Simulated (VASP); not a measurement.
# GaAs (F-43m) in VASP: single point with PBEsol

Aim: the single point of GaAs with PBEsol.

Program: VASP 6.6.1. These are calculated values, not measurements. Logs are shortened: lines on timing, memory, paths and dates and some standing lists are left out, and cuts for length are marked.

### 1 The cell of the first run

The structure is cubic, space group F-43m (No. 216). The conventional cell has a = 5.654 Å, b = 5.654 Å, c = 5.654 Å, α = 90.00°, β = 90.00°, γ = 90.00°. Within 3.2 Å of Ga (site symmetry -43m) lie 4 As at 2.45 Å. As (site symmetry -43m) has 4 Ga at 2.45 Å within 3.2 Å.

### 2 Single point, PBEsol, non-collinear spin, zero start, spin-orbit coupling

Input file INCAR:

```
PREC = Accurate
ENCUT = 520
EDIFF = 1E-6
ISMEAR = 0
SIGMA = 0.01
LREAL = F
LASPH = T
NELM = 150
ALGO = Normal
ISIF = 2
LWAVE = F
LCHARG = F
MAGMOM = 0 0 0 0 0 0
LORBIT = 11
LSORBIT = T
GGA_COMPAT = F
LORBMOM = T
GGA = PS
NBANDS = 30
```

Input file KPOINTS:

```
Automatic mesh
0
Gamma
  6 6 6
```

Input file POSCAR:

```
GaAs
1.0
    0.0000000000      2.8268500000      2.8268500000
    2.8268500000      0.0000000000      2.8268500000
    2.8268500000      2.8268500000      0.0000000000
Ga As
1 1
Direct
    0.0000000000      0.0000000000      0.0000000000
    0.2500000000      0.2500000000      0.2500000000
```

Potentials or basis: VASP PAW PBE potentials, release 64 (Ga_d, As).

Run with:

```sh
cat potpaw_PBE.64/Ga_d/POTCAR potpaw_PBE.64/As/POTCAR > POTCAR
mpirun -np 1 vasp_ncl > vasp.out
```

OUTCAR:

```text
PREC = Accurate
   ENCUT = 520
   EDIFF = 1E-6
   ISMEAR = 0
   LREAL = F
   LASPH = T
   NELM = 150
   ISIF = 2
   LORBIT = 11
   LSORBIT = T
   GGA = PS

 ion  position               nearest neighbor table
   1  0.000  0.000  0.000-   2 2.45   2 2.45   2 2.45   2 2.45
   2  0.250  0.250  0.250-   1 2.45   1 2.45   1 2.45   1 2.45

  LATTYP: Found a face centered cubic cell.
 ALAT       =     5.6537000000

  Lattice vectors:

 A1 = (   0.0000000000,   2.8268500000,   2.8268500000)
 A2 = (   2.8268500000,   0.0000000000,   2.8268500000)
 A3 = (   2.8268500000,   2.8268500000,   0.0000000000)

Analysis of symmetry for initial positions (statically):
=====================================================================
 Subroutine PRICEL returns:
 Original cell was already a primitive cell.

 Routine SETGRP: Setting up the symmetry group for a
 face centered cubic supercell.

 Subroutine GETGRP returns: Found 24 space group operations
 (whereof 24 operations were pure point group operations)
 out of a pool of 48 trial point group operations.

The static configuration has the point symmetry T_d .

Analysis of symmetry for dynamics (positions and initial velocities):
=====================================================================
 Subroutine PRICEL returns:
 Original cell was already a primitive cell.

 Routine SETGRP: Setting up the symmetry group for a
 face centered cubic supercell.

 Subroutine GETGRP returns: Found 24 space group operations
 (whereof 24 operations were pure point group operations)
 out of a pool of 48 trial point group operations.

The dynamic configuration has the point symmetry T_d .

Analysis of structural, dynamic, and magnetic symmetry:
=====================================================================
 Subroutine PRICEL returns:
 Original cell was already a primitive cell.

 Routine SETGRP: Setting up the symmetry group for a
 face centered cubic supercell.

 Subroutine GETGRP returns: Found 24 space group operations
 (whereof 24 operations were pure point group operations)
 out of a pool of 48 trial point group operations.

The overall configuration has the point symmetry T_d .

 Subroutine INISYM returns: Found 24 space group operations
 (whereof 24 operations are pure point group operations),
 and found     1 'primitive' translations

----------------------------------------------------------------------------------------

                                     Primitive cell

  volume of cell :      45.1792

  direct lattice vectors                    reciprocal lattice vectors
     0.000000000  2.826850000  2.826850000    -0.176875321  0.176875321  0.176875321
     2.826850000  0.000000000  2.826850000     0.176875321 -0.176875321  0.176875321
     2.826850000  2.826850000  0.000000000     0.176875321  0.176875321 -0.176875321

  length of vectors
     3.997769609  3.997769609  3.997769609     0.306357042  0.306357042  0.306357042

  position of ions in fractional coordinates (direct lattice)
     0.000000000  0.000000000  0.000000000
     0.250000000  0.250000000  0.250000000

  ion indices of the primitive-cell ions
   primitive index   ion index
                 1           1
                 2           2

----------------------------------------------------------------------------------------

 KPOINTS: Automatic mesh

Automatic generation of k-mesh.
 Grid dimensions read from file:
 generate k-points for:    6    6    6

 Generating k-lattice:

  Cartesian coordinates                     Fractional coordinates (reciprocal lattice)
    -0.029479220  0.029479220  0.029479220     0.166666667  0.000000000  0.000000000
     0.029479220 -0.029479220  0.029479220     0.000000000  0.166666667  0.000000000
     0.029479220  0.029479220 -0.029479220     0.000000000  0.000000000  0.166666667

  Length of vectors
     0.051059507  0.051059507  0.051059507

  Shift w.r.t. Gamma in fractional coordinates (k-lattice)
     0.000000000  0.000000000  0.000000000

 Subroutine IBZKPT returns following result:
 ===========================================

 Found     22 irreducible k-points:

 Following reciprocal coordinates:
            Coordinates               Weight
  0.000000  0.000000  0.000000      1.000000
  0.166667  0.000000  0.000000      4.000000
 -0.166667  0.000000  0.000000      4.000000
  0.333333  0.000000  0.000000      4.000000
 -0.333333  0.000000  0.000000      4.000000
  0.500000  0.000000  0.000000      4.000000
[... 14 lines left out ...]
 -0.333333  0.333333  0.166667     24.000000
 -0.333333  0.500000  0.166667     12.000000
   k-points           NKPTS =     22   k-points in BZ     NKDIM =     22   number of bands    NBANDS=     30
[... 26 lines left out ...]
   TEBEG  =    0.0;   TEEND  =   0.0 temperature during run
   PSTRESS=    0.0 pullay stress
   NELECT =      18.0000    total number of electrons
   NUPDOWN=      -1.0000    fix difference up-down
   EMIN   =  10.00;   EMAX   =-10.00  energy-range for DOS
   EFERMI =   0.00;   METHOD = LEGACY
   ISMEAR =     0;   SIGMA  =   0.01  broadening in eV -4-tet -1-fermi 0-gaus
   EFERMI_NEDOS =   21; number of points for ismear=-14 and -15
   IALGO  =     38    algorithm
   IMIX   =      4    mixing-type and parameters
     AMIX     =   0.40;   BMIX     =  1.00
     AMIX_MAG =   1.60;   BMIX_MAG =  1.00
  volume/ion in A,a.u.               =      22.59       152.44
  Fermi-wavevector in a.u.,A,eV,Ry     =   1.204628  2.276417 19.743799  1.451128
  Thomas-Fermi vector in A             =   2.340347
   LORBIT       =     11    0 simple, 1 ext, 2 COOP (PROOUT), +10 PAW based schemes
   GGA     = PS    functional components
   LHFCALC =     F    Hartree Fock is set to
   AEXX    =    0.0000 exact exchange contribution
   IVDW    =     0    specifies the selected vdW correction
   LEPSILON=     F    determine dielectric tensor
   LRPA    =     F    only Hartree local field effects (RPA)
 Gauss-broadening in eV      SIGMA  =   0.01
  energy-cutoff  :      520.00
  volume of cell :       45.18
 maximum number of plane-waves:      2486
 NGX is ok and might be reduce to    30
   NGX = 15   NGY = 15   NGZ = 15

 number of electron      17.9999995 magnetization       0.0000000      0.0000000      0.0000000

 number of electron      17.9999995 magnetization      -0.0000000     -0.0000000     -0.0000000

 number of electron      17.9999995 magnetization       0.0000000      0.0000000     -0.0000000

 number of electron      17.9999995 magnetization      -0.0000000      0.0000000     -0.0000000

 Free energy of the ion-electron system (eV)
  ---------------------------------------------------
  ext. energy  EPLUGINS =         0.00000000
  ---------------------------------------------------
  free energy    TOTEN  =        -9.08376657 eV

  energy without entropy =       -9.08376657  energy(sigma->0) =       -9.08376657

 E-fermi :   4.0402     XC(G=0):  -9.7687

 val. band max:        3.9229996205   @ k =   0.0000   0.0000   0.0000
 cond. band min:       4.2674452359   @ k =   0.0000   0.0000   0.0000
 fundamental gap:      0.3444456154
 Fermi energy:         4.0402053919

 k-point     1 :       0.0000    0.0000    0.0000
  band No.  band energies     occupation
      1     -11.2173      1.00000
      2     -11.2173      1.00000
      3     -11.2173      1.00000
      4     -11.2173      1.00000
      5     -10.7935      1.00000
      6     -10.7935      1.00000
[... 715 lines left out ...]
     29      15.9267      0.00000
     30      16.0382      0.00000

------------------------ aborting loop because EDIFF is reached ----------------------------------------

  FORCE on cell =-STRESS in cart. coord.  units (eV):
  Direction    XX          YY          ZZ          XY          YZ          ZX
  --------------------------------------------------------------------------------------
  -------------------------------------------------------------------------------------
  Total        0.0905008      0.0905008      0.0905008      0.0000000      0.0000000      0.0000000
  in kB        3.2094071      3.2094071      3.2094071      0.0000000      0.0000000      0.0000000
  external PRESSURE =       3.2094071 kB  Pullay stress =       0.0000000 kB

 VOLUME and BASIS-vectors are now :
 -----------------------------------------------------------------------------
  energy-cutoff  :      520.00
  volume of cell :       45.18
      direct lattice vectors                 reciprocal lattice vectors
     0.000000000  2.826850000  2.826850000    -0.176875321  0.176875321  0.176875321
     2.826850000  0.000000000  2.826850000     0.176875321 -0.176875321  0.176875321
     2.826850000  2.826850000  0.000000000     0.176875321  0.176875321 -0.176875321

 POSITION                                       TOTAL-FORCE (eV/Angst)
 -----------------------------------------------------------------------------------
      0.00000      0.00000      0.00000         0.000000      0.000000     -0.000000
      1.41342      1.41342      1.41342        -0.000000     -0.000000      0.000000
 -----------------------------------------------------------------------------------
    total drift:                               -0.000000     -0.000000     -0.000000

  FREE ENERGIE OF THE ION-ELECTRON SYSTEM (eV)
  ---------------------------------------------------
  free  energy   TOTEN  =        -9.0837665729 eV

  energy  without entropy=       -9.0837665729  energy(sigma->0) =       -9.08376657

 orbital moment (x)

 # of ion     p       d       tot
 ----------------------------------------
  1        -0.000  -0.000  -0.000
  2         0.000  -0.000   0.000
 ----------------------------------------
            0.000  -0.000  -0.000

 orbital moment (y)

 # of ion     p       d       tot
 ----------------------------------------
  1         0.000   0.000   0.000
  2        -0.000   0.000  -0.000
 ----------------------------------------
           -0.000   0.000  -0.000

 orbital moment (z)

 # of ion     p       d       tot
 ----------------------------------------
  1        -0.000   0.000  -0.000
  2         0.000  -0.000  -0.000
 ----------------------------------------
           -0.000   0.000  -0.000

 Spin-Orbit-Coupling matrix elements

 Ion:    1  E_soc:     -0.0119630
 l=   1
     0.0000000    -0.0011561    -0.0011561
    -0.0011561     0.0000000    -0.0011561
    -0.0011561    -0.0011561     0.0000000
 l=   2
     0.0000000    -0.0001672     0.0000000    -0.0001672    -0.0006706
    -0.0001672     0.0000000    -0.0005030    -0.0001672    -0.0001677
     0.0000000    -0.0005030     0.0000000    -0.0005030     0.0000000
    -0.0001672    -0.0001672    -0.0005030     0.0000000    -0.0001677
    -0.0006706    -0.0001677     0.0000000    -0.0001677     0.0000000
 l=   3
     0.0000000     0.0000000     0.0000000     0.0000000     0.0000000     0.0000000     0.0000000
     0.0000000     0.0000000     0.0000000     0.0000000     0.0000000     0.0000000     0.0000000
     0.0000000     0.0000000     0.0000000     0.0000000     0.0000000     0.0000000     0.0000000
     0.0000000     0.0000000     0.0000000     0.0000000     0.0000000     0.0000000     0.0000000
     0.0000000     0.0000000     0.0000000     0.0000000     0.0000000     0.0000000     0.0000000
     0.0000000     0.0000000     0.0000000     0.0000000     0.0000000     0.0000000     0.0000000
     0.0000000     0.0000000     0.0000000     0.0000000     0.0000000     0.0000000     0.0000000

 Ion:    2  E_soc:     -0.0239613
 l=   1
     0.0000000    -0.0039859    -0.0039859
    -0.0039859     0.0000000    -0.0039859
    -0.0039859    -0.0039859     0.0000000
 l=   2
     0.0000000    -0.0000038     0.0000000    -0.0000038    -0.0000038
    -0.0000038     0.0000000    -0.0000029    -0.0000038    -0.0000010
     0.0000000    -0.0000029     0.0000000    -0.0000029     0.0000000
    -0.0000038    -0.0000038    -0.0000029     0.0000000    -0.0000010
    -0.0000038    -0.0000010     0.0000000    -0.0000010     0.0000000
 l=   3
     0.0000000     0.0000000     0.0000000     0.0000000     0.0000000     0.0000000     0.0000000
     0.0000000     0.0000000     0.0000000     0.0000000     0.0000000     0.0000000     0.0000000
     0.0000000     0.0000000     0.0000000     0.0000000     0.0000000     0.0000000     0.0000000
     0.0000000     0.0000000     0.0000000     0.0000000     0.0000000     0.0000000     0.0000000
     0.0000000     0.0000000     0.0000000     0.0000000     0.0000000     0.0000000     0.0000000
     0.0000000     0.0000000     0.0000000     0.0000000     0.0000000     0.0000000     0.0000000
     0.0000000     0.0000000     0.0000000     0.0000000     0.0000000     0.0000000     0.0000000

 total charge

# of ion       s       p       d       tot
------------------------------------------
    1        0.879   0.805   9.995  11.679
    2        1.209   1.596   0.031   2.836
--------------------------------------------------
tot          2.088   2.402  10.026  14.515

 magnetization (x)

# of ion       s       p       d       tot
------------------------------------------
    1       -0.000   0.000   0.000  -0.000
    2        0.000  -0.000   0.000  -0.000
--------------------------------------------------
tot         -0.000  -0.000   0.000  -0.000

 magnetization (y)

# of ion       s       p       d       tot
------------------------------------------
    1        0.000  -0.000  -0.000   0.000
    2        0.000   0.000  -0.000   0.000
--------------------------------------------------
tot          0.000  -0.000  -0.000   0.000

 magnetization (z)

# of ion       s       p       d       tot
------------------------------------------
    1       -0.000   0.000   0.000  -0.000
    2        0.000  -0.000   0.000  -0.000
--------------------------------------------------
tot         -0.000  -0.000   0.000  -0.000
```

It took 2.2 min on 1 thread of Intel Xeon 8259CL, shared host; peak memory 0.3 GiB.

What came out:

| Property | Result |
| --- | --- |
| Free energy | -9.0838 eV |
| Pressure | 0.3 GPa |
| Net moment | 0.00 μB per cell |
| Valence electrons inside the program's atomic spheres | Ga 11.68; As 2.84 |

Moments on the atoms (μB; x, y, z):
```
Ga  0.00 0.00 0.00
As  0.00 0.00 0.00
```

Caveat: the PAW data sets were made with another functional, which shifts forces and pressure a little.
